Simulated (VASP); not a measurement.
TeAs2: single point with PBEsol

TeAs2:

```xyz
6
Lattice="-3.5565 3.5565 2.9405 3.5565 -3.5565 2.9405 3.5565 3.5565 -2.9405" Properties=species:S:1:pos:R:3 pbc="T T T"
Te    0.0000    3.5565    1.4703
Te    0.0000    0.0000    0.0000
As    1.7782    0.0000    2.2054
As    1.7782    3.5565   -0.7351
As    3.5565    1.7782    0.7351
As    0.0000    1.7782    3.6756
```

* Program: VASP 6.6.1
* Task: single point
* Functional: PBEsol
* Potentials or basis: VASP PAW PBE potentials, release 64 (Te, As)
* Cutoff: 520 eV
* k mesh: 8 × 8 × 8
* Occupations: methfessel-paxton, width 0.5 eV
* Spin: no spin polarisation

```yaml
Pressure: -3.7 GPa
Band_gap_on_the_k_mesh: zero (bands 16 and 17 overlap by 0.56 eV)
```

Stress tensor (GPa, compression positive):
```
-3.20  0.00  0.00
 0.00 -3.20  0.00
 0.00  0.00 -4.67
```

Levels at points of the mesh, in eV from the Fermi level:
| k point | band 13 | band 14 | band 15 | band 16 | band 17 | band 18 | band 19 | band 20 |
| --- | --- | --- | --- | --- | --- | --- | --- | --- |
| (0.00, 0.00, 0.00) | -2.76 | -2.09 | -2.09 | -0.68 | 1.69 | 3.04 | 3.04 | 3.81 |
| (0.50, 0.00, 0.00) | -1.56 | -0.88 | -0.34 | -0.34 | -0.15 | 0.21 | 1.40 | 1.64 |
| (0.50, 0.50, 0.00) | -1.12 | -1.12 | -0.97 | -0.97 | -0.23 | -0.23 | 1.99 | 1.99 |
| (0.50, 0.50, 0.50) | -0.75 | -0.75 | 0.08 | 0.08 | 0.14 | 0.14 | 0.74 | 0.74 |

Run time: 2.3 min on 1 thread of Intel(R) Xeon(R) 6975P-C (Granite Rapids), with other jobs on the host, peak memory 0.42 GiB.

Caveat: the cell stands under tension; so wide a smearing shifts energies and pressures; the PAW data sets were made with another functional, which shifts forces and pressure a little; spin-orbit coupling is left out, which moves the levels of the heavy elements.
